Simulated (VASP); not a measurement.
# Ga (Fm-3m) in VASP: further runs

The runs below take Ga through single point, with revPBE.

Everything below comes from runs of VASP 6.6.1. Logs are shortened: lines on timing, memory, paths and dates and some standing lists are left out, and cuts for length are marked.

## Step 1: The cell of the first run

Symmetry: Fm-3m, No. 225, cubic system. The conventional cell has a = 4.273 Å, b = 4.273 Å, c = 4.273 Å, α = 90.00°, β = 90.00°, γ = 90.00°. Ga (site symmetry m-3m) has 12 Ga at 3.02 Å within 4.0 Å.

## Step 2: Single point, revPBE

Contents of INCAR:

```
SYSTEM = Ga
  ALGO = Normal
  EDIFF = 1E-7
  ENCUT = 520
  GGA = RE
  ISIF = 2
  ISMEAR = -1
  LASPH = .TRUE.
  LCHARG = .TRUE.
  LELF = .TRUE.
  LREAL = .FALSE.
  LVHAR = .TRUE.
  LWAVE = .FALSE.
  NBANDS = 12
  NELM = 60
  PREC = Accurate
  SIGMA = 0.1
```

Contents of KPOINTS:

```
k-points
0
G
  13 13 13
  0 0 0
```

Contents of POSCAR:

```
Ga
1.0
    0.0000000000      2.1364979010      2.1364979010
    2.1364979010      0.0000000000      2.1364979010
    2.1364979010      2.1364979010      0.0000000000
Ga
1
Direct
    0.0000000000      0.0000000000      0.0000000000
```

Potentials or basis: VASP PAW PBE potentials, release 64 (Ga_d).

Command:

```console
> cat potpaw_PBE.64/Ga_d/POTCAR > POTCAR
> mpirun -np 1 vasp_std > vasp.out
```

OUTCAR:

```text
SYSTEM = Ga
   EDIFF = 1E-7
   ENCUT = 520
   GGA = RE
   ISIF = 2
   ISMEAR = -1
   LASPH = .TRUE.
   LREAL = .FALSE.
   NELM = 60
   PREC = Accurate

 ion  position               nearest neighbor table
   1  0.000  0.000  0.000-

  LATTYP: Found a face centered cubic cell.
 ALAT       =     4.2729958020

  Lattice vectors:

 A1 = (   0.0000000000,   2.1364979010,   2.1364979010)
 A2 = (   2.1364979010,   0.0000000000,   2.1364979010)
 A3 = (   2.1364979010,   2.1364979010,   0.0000000000)

Analysis of symmetry for initial positions (statically):
=====================================================================
 Subroutine PRICEL returns:
 Original cell was already a primitive cell.

 Routine SETGRP: Setting up the symmetry group for a
 face centered cubic supercell.

 Subroutine GETGRP returns: Found 48 space group operations
 (whereof 48 operations were pure point group operations)
 out of a pool of 48 trial point group operations.

The static configuration has the point symmetry O_h .

Analysis of symmetry for dynamics (positions and initial velocities):
=====================================================================
 Subroutine PRICEL returns:
 Original cell was already a primitive cell.

 Routine SETGRP: Setting up the symmetry group for a
 face centered cubic supercell.

 Subroutine GETGRP returns: Found 48 space group operations
 (whereof 48 operations were pure point group operations)
 out of a pool of 48 trial point group operations.

The dynamic configuration has the point symmetry O_h .

 Subroutine INISYM returns: Found 48 space group operations
 (whereof 48 operations are pure point group operations),
 and found     1 'primitive' translations

----------------------------------------------------------------------------------------

                                     Primitive cell

  volume of cell :      19.5046

  direct lattice vectors                    reciprocal lattice vectors
     0.000000000  2.136497901  2.136497901    -0.234027845  0.234027845  0.234027845
     2.136497901  0.000000000  2.136497901     0.234027845 -0.234027845  0.234027845
     2.136497901  2.136497901  0.000000000     0.234027845  0.234027845 -0.234027845

  length of vectors
     3.021464308  3.021464308  3.021464308     0.405348118  0.405348118  0.405348118

  position of ions in fractional coordinates (direct lattice)
     0.000000000  0.000000000  0.000000000

  ion indices of the primitive-cell ions
   primitive index   ion index
                 1           1

----------------------------------------------------------------------------------------

 KPOINTS: k-points

Automatic generation of k-mesh.
 Grid dimensions read from file:
 generate k-points for:   13   13   13

 Generating k-lattice:

  Cartesian coordinates                     Fractional coordinates (reciprocal lattice)
    -0.018002142  0.018002142  0.018002142     0.076923077  0.000000000  0.000000000
     0.018002142 -0.018002142  0.018002142     0.000000000  0.076923077  0.000000000
     0.018002142  0.018002142 -0.018002142     0.000000000  0.000000000  0.076923077

  Length of vectors
     0.031180624  0.031180624  0.031180624

  Shift w.r.t. Gamma in fractional coordinates (k-lattice)
     0.000000000  0.000000000  0.000000000

 Subroutine IBZKPT returns following result:
 ===========================================

 Found     84 irreducible k-points:

 Following reciprocal coordinates:
            Coordinates               Weight
  0.000000  0.000000  0.000000      1.000000
  0.076923  0.000000  0.000000      8.000000
  0.153846  0.000000  0.000000      8.000000
  0.230769  0.000000  0.000000      8.000000
  0.307692  0.000000  0.000000      8.000000
  0.384615  0.000000  0.000000      8.000000
[... 16 lines left out ...]
  0.384615  0.153846  0.000000     24.000000
  0.461538  0.153846  0.000000     24.000000
 [... further k-points ...]
   k-points           NKPTS =     84   k-points in BZ     NKDIM =     84   number of bands    NBANDS=     12
   number of dos      NEDOS =    301   number of ions     NIONS =      1
   total plane-waves  NPLWV =  13824
   dimension x,y,z NGX =    24 NGY =   24 NGZ =   24
   dimension x,y,z NGXF=    48 NGYF=   48 NGZF=   48
   ions per type =               1
   NGX,Y,Z   is equivalent  to a cutoff of  13.21, 13.21, 13.21 a.u.
   NGXF,Y,Z  is equivalent  to a cutoff of  26.41, 26.41, 26.41 a.u.
 SYSTEM =  Ga
   PREC   = accura    normal or accurate (medium, high low for compatibility)
   ISTART =      0    job   : 0-new  1-cont  2-samecut
   ICHARG =      2    charge: 1-file 2-atom 10-const
   ISPIN  =      1    spin polarized calculation?
   LNONCOLLINEAR =      F non collinear calculations
   LSORBIT =      F    spin-orbit coupling
   LASPH  =      T    aspherical Exc in radial PAW
   ENCUT  =  520.0 eV  38.22 Ry    6.18 a.u.   5.62  5.62  5.62*2*pi/ulx,y,z
   NELM   =     60;   NELMIN=  2; NELMDL= -5     # of ELM steps
   EDIFF  = 0.1E-06   stopping-criterion for ELM
   LREAL  =      F    real-space projection
   EDIFFG = 0.1E-05   stopping-criterion for IOM
   NSW    =      0    number of steps for IOM
   IBRION =     -1    ionic relax: 0-MD 1-quasi-New 2-CG
   NFREE  =      0    steps in history (QN), initial steepest desc. (CG)
   ISIF   =      2    stress and relaxation
   ISYM   =      2    0-nonsym 1-usesym 2-fastsym
   POTIM  = 0.5000    time-step for ionic-motion
   TEBEG  =    0.0;   TEEND  =   0.0 temperature during run
   PSTRESS=    0.0 pullay stress
   NELECT =      13.0000    total number of electrons
   NUPDOWN=      -1.0000    fix difference up-down
   EMIN   =  10.00;   EMAX   =-10.00  energy-range for DOS
   EFERMI =   0.00;   METHOD = LEGACY
   ISMEAR =    -1;   SIGMA  =   0.10  broadening in eV -4-tet -1-fermi 0-gaus
   EFERMI_NEDOS =   21; number of points for ismear=-14 and -15
   IALGO  =     38    algorithm
   IMIX   =      4    mixing-type and parameters
     AMIX     =   0.40;   BMIX     =  1.00
     AMIX_MAG =   1.60;   BMIX_MAG =  1.00
  volume/ion in A,a.u.               =      19.50       131.62
  Fermi-wavevector in a.u.,A,eV,Ry     =   1.430025  2.702354 27.823507  2.044970
  Thomas-Fermi vector in A             =   2.549915
   LORBIT       =      0    0 simple, 1 ext, 2 COOP (PROOUT), +10 PAW based schemes
   GGA     = RE    functional components
   LHFCALC =     F    Hartree Fock is set to
   AEXX    =    0.0000 exact exchange contribution
   IVDW    =     0    specifies the selected vdW correction
   LEPSILON=     F    determine dielectric tensor
   LRPA    =     F    only Hartree local field effects (RPA)
 non-spin polarized calculation
  energy-cutoff  :      520.00
  volume of cell :       19.50
 maximum number of plane-waves:       537
   NGX = 11   NGY = 11   NGZ = 11

 number of electron      13.0000006 magnetization

 Free energy of the ion-electron system (eV)
  ---------------------------------------------------
  ext. energy  EPLUGINS =         0.00000000
  ---------------------------------------------------
  free energy    TOTEN  =        -2.60236950 eV

  energy without entropy =       -2.59006274  energy(sigma->0) =       -2.59621612

 E-fermi :   5.4036     XC(G=0): -10.7566

 val. band max:        5.2425655586   @ k =   0.3846   0.0769   0.0000
 cond. band min:       5.4198602577   @ k =   0.4615   0.2308   0.0000
 fundamental gap:      0.1772946992
 Fermi energy:         5.4036059984

 k-point     1 :       0.0000    0.0000    0.0000
  band No.  band energies     occupation
      1      -9.5456      2.00000
      2      -9.5456      2.00000
      3      -9.5456      2.00000
      4      -9.4358      2.00000
      5      -9.4358      2.00000
      6      -5.4374      2.00000
      7      17.2512      0.00000
      8      17.2512      0.00000
      9      17.2512      0.00000
     10      20.9638      0.00000
     11      21.1058      0.00000
     12      21.1058      0.00000

 k-point     2 :       0.0769    0.0000    0.0000
  band No.  band energies     occupation
      1      -9.5473      2.00000
      2      -9.5391      2.00000
      3      -9.5391      2.00000
      4      -9.4367      2.00000
      5      -9.4367      2.00000
      6      -5.2890      2.00000
      7      15.5276      0.00000
      8      16.9532      0.00000
      9      16.9532      0.00000
     10      19.8828      0.00000
     11      21.6064      0.00000
     12      21.6064      0.00000

 k-point     3 :       0.1538    0.0000    0.0000
  band No.  band energies     occupation
      1      -9.5538      2.00000
      2      -9.5254      2.00000
      3      -9.5254      2.00000
      4      -9.4350      2.00000
      5      -9.4350      2.00000
      6      -4.8414      2.00000
      7      12.5537      0.00000
      8      16.3616      0.00000
      9      16.3616      0.00000
     10      19.4794      0.00000
     11      22.5386      0.00000
     12      22.5386      0.00000
[... 286 lines left out ...]
 k-point    23 :       0.3846    0.1538    0.0000
  band No.  band energies     occupation
      1      -9.5958      2.00000
      2      -9.5262      2.00000
      3      -9.4844      2.00000
      4      -9.4281      2.00000
      5      -9.3528      2.00000
      6      -2.0853      2.00000
      7       6.4408      0.00006
      8      12.8369      0.00000
      9      12.9432      0.00000
     10      16.2723      0.00000
     11      21.5969      0.00000
     12      23.8762      0.00000

 k-point    24 :       0.4615    0.1538    0.0000
  band No.  band energies     occupation
      1      -9.5954      2.00000
      2      -9.5357      2.00000
      3      -9.4939      2.00000
      4      -9.4064      2.00000
      5      -9.3387      2.00000
      6      -0.6493      2.00000
      7       4.0608      2.00000
      8      11.9344      0.00000
      9      13.0378      0.00000
     10      16.2164      0.00000
     11      22.8541      0.00000
     12      22.8556      0.00000

 [... further k-points ...]

------------------------ aborting loop because EDIFF is reached ----------------------------------------

  FORCE on cell =-STRESS in cart. coord.  units (eV):
  Direction    XX          YY          ZZ          XY          YZ          ZX
  --------------------------------------------------------------------------------------
  -------------------------------------------------------------------------------------
  Total        0.0085188      0.0085188      0.0085188     -0.0000000     -0.0000000      0.0000000
  in kB        0.6997603      0.6997603      0.6997603     -0.0000000     -0.0000000      0.0000000
  external PRESSURE =       0.6997603 kB  Pullay stress =       0.0000000 kB

 VOLUME and BASIS-vectors are now :
 -----------------------------------------------------------------------------
  energy-cutoff  :      520.00
  volume of cell :       19.50
      direct lattice vectors                 reciprocal lattice vectors
     0.000000000  2.136497901  2.136497901    -0.234027845  0.234027845  0.234027845
     2.136497901  0.000000000  2.136497901     0.234027845 -0.234027845  0.234027845
     2.136497901  2.136497901  0.000000000     0.234027845  0.234027845 -0.234027845

 POSITION                                       TOTAL-FORCE (eV/Angst)
 -----------------------------------------------------------------------------------
      0.00000      0.00000      0.00000         0.000000     -0.000000     -0.000000
 -----------------------------------------------------------------------------------
    total drift:                               -0.000000     -0.000000      0.000000

  FREE ENERGIE OF THE ION-ELECTRON SYSTEM (eV)
  ---------------------------------------------------
  free  energy   TOTEN  =        -2.6023695006 eV

  energy  without entropy=       -2.5900627418  energy(sigma->0) =       -2.59621612
```

Run time: 23 s. Hardware: 1 thread of AMD EPYC 7R13 (Zen 3), shared host; peak memory 0.12 GiB.

What came out:

- Free energy: -2.6024 eV
- Pressure: 0.1 GPa

Levels at points of the mesh, in eV from the Fermi level:
```tsv
k point	band 4	band 5	band 6	band 7	band 8	band 9
(0.00, 0.00, 0.00)	-14.84	-14.84	-10.84	11.85	11.85	11.85
```

Caveat: the PAW data sets were made with another functional, which shifts forces and pressure a little.

## Step 3: Single point, revPBE (volume scaled by 0.88)

Contents of INCAR:

```
PREC = Accurate ; ENCUT = 520
EDIFF = 1E-6 ; ISMEAR = -1
SIGMA = 0.1 ; LREAL = F
LASPH = T ; NELM = 60
ALGO = Normal ; ISIF = 2
LWAVE = F ; LCHARG = F
GGA = RE ; NBANDS = 12
```

Contents of KPOINTS:

```
regular mesh
0
Gamma
  14 14 14
```

Contents of POSCAR:

```
Ga
1.0
    0.0000000000      2.0473716935      2.0473716935
    2.0473716935      0.0000000000      2.0473716935
    2.0473716935      2.0473716935      0.0000000000
Ga
1
Direct
    0.0000000000      0.0000000000      0.0000000000
```

Potentials or basis: VASP PAW PBE potentials, release 64 (Ga_d).

Command:

```console
> cat potpaw_PBE.64/Ga_d/POTCAR > POTCAR
> mpirun -np 1 vasp_std > vasp.out
```

It took 17 s on 1 thread of AMD EPYC 7R13 (Zen 3), shared host; peak memory 0.12 GiB.

The run converged. Its results:

```
Free energy : -2.5534 eV
Pressure    : 7.7 GPa
```

Levels at points of the mesh, in eV from the Fermi level:
```tsv
k point	band 2	band 3	band 4	band 5	band 6	band 7	band 8	band 9	band 10	band 11
(0.00, 0.00, 0.00)	-15.12	-15.12	-14.97	-14.97	-11.89	13.25	13.25	13.25	16.22	16.82
(0.50, 0.00, 0.00)	-15.11	-15.11	-14.84	-14.84	-5.11	-4.55	10.64	10.64	14.96	15.12
(0.50, 0.50, 0.00)	-15.28	-14.85	-14.81	-14.81	-2.99	-2.23	5.15	5.15	8.56	9.01
```

Caveat: the PAW data sets were made with another functional, which shifts forces and pressure a little.
